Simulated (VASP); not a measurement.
# Au (Fm-3m) in VASP: a series of runs, part 2 of 2

VASP 6.6.1. Earlier steps stand in the parts before.

### 3 Single point, r2SCAN50

This run uses another cell than the first one, of 16.18 Å³/atom.

Contents of POSCAR:

```
Au
1.0
    0.0000000000      2.0074966285      2.0074966285
    2.0074966285      0.0000000000      2.0074966285
    2.0074966285      2.0074966285      0.0000000000
Au
1
Direct
    0.0000000000      0.0000000000      0.0000000000
```

Contents of INCAR.step1:

```
PREC = Accurate ; ENCUT = 440
EDIFF = 1E-5 ; ISMEAR = -1
SIGMA = 0.05 ; LREAL = F
LASPH = T ; NELM = 120
ALGO = Normal ; ISIF = 2
LWAVE = T ; LCHARG = F
GGA = PE ; NBANDS = 16
GGA_COMPAT = F
```

Contents of INCAR.step2:

```
PREC = Accurate ; ENCUT = 440
EDIFF = 1E-6 ; ISMEAR = -1
SIGMA = 0.05 ; LREAL = F
LASPH = T ; NELM = 120
ALGO = Normal ; ISIF = 2
LWAVE = F ; LCHARG = F
METAGGA = R2SCAN ; LHFCALC = T
AEXX = 0.5 ; LMIXTAU = T
PRECFOCK = Normal ; ISTART = 1
NBANDS = 16 ; GGA_COMPAT = F
```

Contents of KPOINTS:

```
regular mesh
0
Gamma
  6 6 6
```

Potentials or basis: VASP PAW PBE potentials, release 64 (Au_sv_GW).

Run with:

```sh
$ cat potpaw_PBE.64/Au_sv_GW/POTCAR > POTCAR
$ cp INCAR.step1 INCAR
$ mpirun -np 1 vasp_std > vasp.out
$ cp INCAR.step2 INCAR
$ mpirun -np 1 vasp_std > vasp.out
```

OUTCAR:

```text
PREC = Accurate
   ENCUT = 440
   EDIFF = 1E-6
   ISMEAR = -1
   LREAL = F
   LASPH = T
   NELM = 120
   ISIF = 2
   METAGGA = R2SCAN
   LHFCALC = T
   AEXX = 0.5
   PRECFOCK = Normal
   ISTART = 1

 ion  position               nearest neighbor table
   1  0.000  0.000  0.000-

  LATTYP: Found a face centered cubic cell.
 ALAT       =     4.0149932570

  Lattice vectors:

 A1 = (   0.0000000000,   2.0074966285,   2.0074966285)
 A2 = (   2.0074966285,   0.0000000000,   2.0074966285)
 A3 = (   2.0074966285,   2.0074966285,   0.0000000000)

Analysis of symmetry for initial positions (statically):
=====================================================================
 Subroutine PRICEL returns:
 Original cell was already a primitive cell.

 Routine SETGRP: Setting up the symmetry group for a
 face centered cubic supercell.

 Subroutine GETGRP returns: Found 48 space group operations
 (whereof 48 operations were pure point group operations)
 out of a pool of 48 trial point group operations.

The static configuration has the point symmetry O_h .

Analysis of symmetry for dynamics (positions and initial velocities):
=====================================================================
 Subroutine PRICEL returns:
 Original cell was already a primitive cell.

 Routine SETGRP: Setting up the symmetry group for a
 face centered cubic supercell.

 Subroutine GETGRP returns: Found 48 space group operations
 (whereof 48 operations were pure point group operations)
 out of a pool of 48 trial point group operations.

The dynamic configuration has the point symmetry O_h .

 Subroutine INISYM returns: Found 48 space group operations
 (whereof 48 operations are pure point group operations),
 and found     1 'primitive' translations

----------------------------------------------------------------------------------------

                                     Primitive cell

  volume of cell :      16.1806

  direct lattice vectors                    reciprocal lattice vectors
     0.000000000  2.007496629  2.007496629    -0.249066421  0.249066421  0.249066421
     2.007496629  0.000000000  2.007496629     0.249066421 -0.249066421  0.249066421
     2.007496629  2.007496629  0.000000000     0.249066421  0.249066421 -0.249066421

  length of vectors
     2.839028958  2.839028958  2.839028958     0.431395695  0.431395695  0.431395695

  position of ions in fractional coordinates (direct lattice)
     0.000000000  0.000000000  0.000000000

  ion indices of the primitive-cell ions
   primitive index   ion index
                 1           1

----------------------------------------------------------------------------------------

 KPOINTS: regular mesh

Automatic generation of k-mesh.
 Grid dimensions read from file:
 generate k-points for:    6    6    6

 Generating k-lattice:

  Cartesian coordinates                     Fractional coordinates (reciprocal lattice)
    -0.041511070  0.041511070  0.041511070     0.166666667  0.000000000  0.000000000
     0.041511070 -0.041511070  0.041511070     0.000000000  0.166666667  0.000000000
     0.041511070  0.041511070 -0.041511070     0.000000000  0.000000000  0.166666667

  Length of vectors
     0.071899283  0.071899283  0.071899283

  Shift w.r.t. Gamma in fractional coordinates (k-lattice)
     0.000000000  0.000000000  0.000000000

 Subroutine IBZKPT returns following result:
 ===========================================

 Found     16 irreducible k-points:

 Following reciprocal coordinates:
            Coordinates               Weight
  0.000000  0.000000  0.000000      1.000000
  0.166667  0.000000  0.000000      8.000000
  0.333333  0.000000  0.000000      8.000000
  0.500000  0.000000  0.000000      4.000000
  0.166667  0.166667  0.000000      6.000000
  0.333333  0.166667  0.000000     24.000000
[... 8 lines left out ...]
 -0.333333  0.333333  0.166667     24.000000
 -0.333333  0.500000  0.166667     12.000000
   k-points           NKPTS =     16   k-points in BZ     NKDIM =    216   number of bands    NBANDS=     16
   number of dos      NEDOS =    301   number of ions     NIONS =      1
   total plane-waves  NPLWV =   8000
   dimension x,y,z NGX =    20 NGY =   20 NGZ =   20
   dimension x,y,z NGXF=    40 NGYF=   40 NGZF=   40
   ions per type =               1
   NGX,Y,Z   is equivalent  to a cutoff of  11.71, 11.71, 11.71 a.u.
   NGXF,Y,Z  is equivalent  to a cutoff of  23.42, 23.42, 23.42 a.u.
 SYSTEM =  unknown system
   PREC   = accura    normal or accurate (medium, high low for compatibility)
   ISTART =      1    job   : 0-new  1-cont  2-samecut
   ICHARG =      0    charge: 1-file 2-atom 10-const
   ISPIN  =      1    spin polarized calculation?
   LNONCOLLINEAR =      F non collinear calculations
   LSORBIT =      F    spin-orbit coupling
   LASPH  =      T    aspherical Exc in radial PAW
   ENCUT  =  440.0 eV  32.34 Ry    5.69 a.u.   4.86  4.86  4.86*2*pi/ulx,y,z
   NELM   =    120;   NELMIN=  2; NELMDL=  0     # of ELM steps
   EDIFF  = 0.1E-05   stopping-criterion for ELM
   LREAL  =      F    real-space projection
   EDIFFG = 0.1E-04   stopping-criterion for IOM
   NSW    =      0    number of steps for IOM
   IBRION =     -1    ionic relax: 0-MD 1-quasi-New 2-CG
   NFREE  =      0    steps in history (QN), initial steepest desc. (CG)
   ISIF   =      2    stress and relaxation
   ISYM   =      3    0-nonsym 1-usesym 2-fastsym
   POTIM  = 0.5000    time-step for ionic-motion
   TEBEG  =    0.0;   TEEND  =   0.0 temperature during run
   PSTRESS=    0.0 pullay stress
   NELECT =      19.0000    total number of electrons
   NUPDOWN=      -1.0000    fix difference up-down
   EMIN   =  10.00;   EMAX   =-10.00  energy-range for DOS
   EFERMI =   0.00;   METHOD = LEGACY
   ISMEAR =    -1;   SIGMA  =   0.05  broadening in eV -4-tet -1-fermi 0-gaus
   EFERMI_NEDOS =   21; number of points for ismear=-14 and -15
   IALGO  =     38    algorithm
   IMIX   =      1    mixing-type and parameters
     AMIX     =   0.40;   BMIX     =  1.00
     AMIX_MAG =   1.60;   BMIX_MAG =  1.00
  volume/ion in A,a.u.               =      16.18       109.19
  Fermi-wavevector in a.u.,A,eV,Ry     =   1.727141  3.263824 40.586412  2.983017
  Thomas-Fermi vector in A             =   2.802321
   LORBIT       =      0    0 simple, 1 ext, 2 COOP (PROOUT), +10 PAW based schemes
   METAGGA = R2SCAN    functional components
   LHFCALC =     T    Hartree Fock is set to
   PRECFOCK=normal    Normal, Fast or Accurate (Low or Medium for compatibility)
   ENCUT4O =  -1.0   cutoff for four orbital integrals eV
   NKREDX  =     1    reduce k-point grid by
   NKREDY  =     1    reduce k-point grid by
   NKREDZ  =     1    reduce k-point grid by
   AEXX    =    0.5000 exact exchange contribution
   HFSCREEN=    0.0000 screening length (either q_TF or 0.3 A-1)
   HFSCREENC=   0.0000 screening length for correlation (either q_TF or 0.3 A-1)
   ENCUTFOCK=  -1.0 apply spherical cutoff to Coloumb kernel
   IVDW    =     0    specifies the selected vdW correction
   LEPSILON=     F    determine dielectric tensor
   LRPA    =     F    only Hartree local field effects (RPA)
 non-spin polarized calculation
  energy-cutoff  :      440.00
  volume of cell :       16.18
 maximum number of plane-waves:       347
  NGX = 16; NGY = 16; NGZ = 16

 number of electron      19.0000008 magnetization

 Free energy of the ion-electron system (eV)
  ---------------------------------------------------
  ext. energy  EPLUGINS =         0.00000000
  ---------------------------------------------------
  free energy    TOTEN  =       -22.94832941 eV

  energy without entropy =      -22.94097870  energy(sigma->0) =      -22.94465405

 E-fermi :   8.5968     XC(G=0):  -8.0124

 val. band max:        8.5712699494   @ k =   0.5000   0.3333   0.1667
 cond. band min:      10.4282490798   @ k =   0.5000   0.1667   0.0000
 fundamental gap:      1.8569791304
 Fermi energy:         8.5968112328

 k-point     1 :       0.0000    0.0000    0.0000
  band No.  band energies     occupation
      1    -108.0094      2.00000
      2     -56.3197      2.00000
      3     -56.3197      2.00000
      4     -56.3197      2.00000
      5      -4.2484      2.00000
      6       0.8284      2.00000
[... 8 lines left out ...]
     15      36.4596      0.00000
     16      42.7178      0.00000
[... 267 lines left out ...]
 k-point    16 :      -0.3333    0.5000    0.1667
  band No.  band energies     occupation
      1    -107.9821      2.00000
      2     -56.6319      2.00000
      3     -56.5268      2.00000
      4     -56.4767      2.00000
      5      -1.1129      2.00000
      6      -0.7564      2.00000
[... 8 lines left out ...]
     15      35.2552      0.00000
     16      38.0326      0.00000

------------------------ aborting loop because EDIFF is reached ----------------------------------------

  FORCE on cell =-STRESS in cart. coord.  units (eV):
  Direction    XX          YY          ZZ          XY          YZ          ZX
  --------------------------------------------------------------------------------------
  -------------------------------------------------------------------------------------
  Total        0.9066319      0.9066319      0.9066319      0.0000000     -0.0000000      0.0000000
  in kB       89.7732800     89.7732800     89.7732800      0.0000000     -0.0000000      0.0000000
  external PRESSURE =      89.7732800 kB  Pullay stress =       0.0000000 kB

 VOLUME and BASIS-vectors are now :
 -----------------------------------------------------------------------------
  energy-cutoff  :      440.00
  volume of cell :       16.18
      direct lattice vectors                 reciprocal lattice vectors
     0.000000000  2.007496629  2.007496629    -0.249066421  0.249066421  0.249066421
     2.007496629  0.000000000  2.007496629     0.249066421 -0.249066421  0.249066421
     2.007496629  2.007496629  0.000000000     0.249066421  0.249066421 -0.249066421

 POSITION                                       TOTAL-FORCE (eV/Angst)
 -----------------------------------------------------------------------------------
      0.00000      0.00000      0.00000        -0.000000     -0.000000     -0.000000
 -----------------------------------------------------------------------------------
    total drift:                                0.000000      0.000000      0.000000

  FREE ENERGIE OF THE ION-ELECTRON SYSTEM (eV)
  ---------------------------------------------------
  free  energy   TOTEN  =       -22.9483294070 eV

  energy  without entropy=      -22.9409787022  energy(sigma->0) =      -22.94465405
```

OUTCAR.step1:

```text
PREC = Accurate
   ENCUT = 440
   EDIFF = 1E-5
   ISMEAR = -1
   LREAL = F
[... 508 lines left out ...]

 POSITION                                       TOTAL-FORCE (eV/Angst)
 -----------------------------------------------------------------------------------
      0.00000      0.00000      0.00000         0.000000     -0.000000     -0.000000
 -----------------------------------------------------------------------------------
    total drift:                               -0.000000     -0.000000     -0.000000

  FREE ENERGIE OF THE ION-ELECTRON SYSTEM (eV)
  ---------------------------------------------------
  free  energy   TOTEN  =        -2.4240669436 eV

  energy  without entropy=       -2.4164105431  energy(sigma->0) =       -2.42023874
```

OSZICAR.step1:

```text
N       E                     dE             d eps       ncg     rms          rms(c)
DAV:   1     0.164680153362E+03    0.16468E+03   -0.10481E+04   848   0.182E+03
DAV:   2     0.694723558304E+01   -0.15773E+03   -0.14485E+03   752   0.535E+02
DAV:   3    -0.325855960019E+01   -0.10206E+02   -0.10142E+02   664   0.104E+02
DAV:   4    -0.337859658836E+01   -0.12004E+00   -0.12003E+00   744   0.116E+01
DAV:   5    -0.338285797550E+01   -0.42614E-02   -0.42614E-02   680   0.252E+00    0.134E+01
DAV:   6    -0.248259351833E+01    0.90026E+00   -0.12982E+00   848   0.319E+01    0.106E+01
DAV:   7    -0.243005883172E+01    0.52535E-01   -0.95103E-02   896   0.486E+00    0.584E+00
DAV:   8    -0.242412726773E+01    0.59316E-02   -0.11907E-02   696   0.321E+00    0.585E-01
DAV:   9    -0.242403030106E+01    0.96967E-04   -0.23303E-04   784   0.293E-01    0.159E-01
DAV:  10    -0.242406681675E+01   -0.36516E-04   -0.34586E-05   648   0.972E-02    0.138E-02
DAV:  11    -0.242406694360E+01   -0.12685E-06   -0.41792E-07   376   0.206E-02
   1 F= -.24240669E+01 E0= -.24202387E+01  d E =-.765640E-02
```

Wall time 30 min (1 thread of AMD EPYC 7R43 (Zen 3), shared host); peak memory 0.1 GiB.

Results:

| Quantity | Value |
| --- | --- |
| Free energy | -22.9483 eV |
| Pressure | 9.0 GPa |
| Band gap on the k mesh | zero (an odd number of electrons rules out a gap without spin polarisation) |

Levels at points of the mesh, in eV from the Fermi level:
| k point | band 7 | band 8 | band 9 | band 10 | band 11 | band 12 | band 13 | band 14 |
| --- | --- | --- | --- | --- | --- | --- | --- | --- |
| (0.00, 0.00, 0.00) | -7.77 | -7.77 | -5.95 | -5.95 | 17.82 | 22.54 | 22.54 | 22.54 |
| (0.50, 0.00, 0.00) | -7.84 | -4.23 | -4.23 | -1.33 | 5.88 | 17.23 | 21.58 | 21.58 |
| (0.50, 0.50, 0.00) | -4.42 | -3.71 | -3.71 | 2.71 | 9.56 | 13.55 | 13.55 | 21.87 |

Caveat: the k points lie up to 0.45 Å⁻¹ apart, too coarse for converged energies and pressures of a metal; the PAW data sets were made with another functional, which shifts forces and pressure a little; spin-orbit coupling is left out, which moves the levels of the heavy elements.

The gap in the log of VASP goes by the Fermi energy; the results here count the filled bands.